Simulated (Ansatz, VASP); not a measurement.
**ScSbSe3 in VASP and in Ansatz**

File INCAR:

```
SYSTEM = ScSbSe3
ALGO = Normal ; EDIFF = 1E-7
ENCUT = 520 ; GGA = PE
ISIF = 2 ; ISMEAR = 0
LASPH = .True. ; LCHARG = .False.
LREAL = .False. ; LWAVE = .False.
NBANDS = 25 ; NELM = 100
PREC = Accurate ; SIGMA = 0.1
```

KPOINTS

```
k-points
0
Gamma
  3 3 4
  0 0 0
```

File POSCAR:

```
ScSbSe3
1.0
    5.9998103600      0.0000000000      0.0000000000
   -2.9999051800      5.1959881900      0.0000000000
    0.0000000000      0.0000000000      4.9309315000
Sc Sb Se
1 1 3
Direct
    0.0000000000      0.0000000000      0.5000000000
    0.0000000000      0.0000000000      0.0000000000
    0.5000000000      0.0000000000      0.5000000000
    0.0000000000      0.5000000000      0.5000000000
    0.5000000000      0.5000000000      0.5000000000
```

Input for Ansatz:

```yaml
crystal:
  lattice:
    - [5.99981036, 0.0, 0.0]
    - [-2.99990518, 5.19598819, 0.0]
    - [0.0, 0.0, 4.9309315]
  atoms:
    - { symbol: Sc, position: [0.0, 0.0, 0.5] }
    - { symbol: Sb, position: [0.0, 0.0, 0.0] }
    - { symbol: Se, position: [0.5, 0.0, 0.5] }
    - { symbol: Se, position: [0.0, 0.5, 0.5] }
    - { symbol: Se, position: [0.5, 0.5, 0.5] }
basis:
  ecutwfc: 420
kpoints:
  mp_grid: { grid: [3, 3, 4] }
hamiltonian:
  xc: pbe
scf:
  occupations: { method: gaussian, width: 0.1 }
  lower_state_search: "off"
output:
  forces: true
  stress: true
  eigenvalues: true
```

Alike in both runs: task single point; functional PBE; k mesh 3 × 3 × 4; occupations gaussian, width 0.1 eV; no spin polarisation.

|  | VASP | Ansatz |
| --- | --- | --- |
| version | VASP 6.6.1 | Ansatz 0.2.0 |
| potentials or method | VASP PAW PBE potentials, release 64 (Sc_sv, Sb, Se), cutoff 520 eV | scalar-relativistic, plane waves, PAW |
| valence electrons in the cell | 34 | 74 |

|  | VASP | Ansatz | Ansatz less VASP |
| --- | --- | --- | --- |
| gap on the k mesh at the Fermi level (eV) | none | none | - |
| pressure (GPa) | 1.6 | 1.7 | +0.04 |
| traceless stress, the component that is largest in VASP (GPa) | 15.80 | 15.93 | +0.131 |

A gap of «none» marks a metal or a gap that the smearing closes. VASP's potentials hold 34 valence electrons a cell and Ansatz's 74, so a difference there can come from the potentials and not from the codes.

The k mesh is coarse, so the values compare programs but aren't converged. Spin-orbit coupling is off throughout.
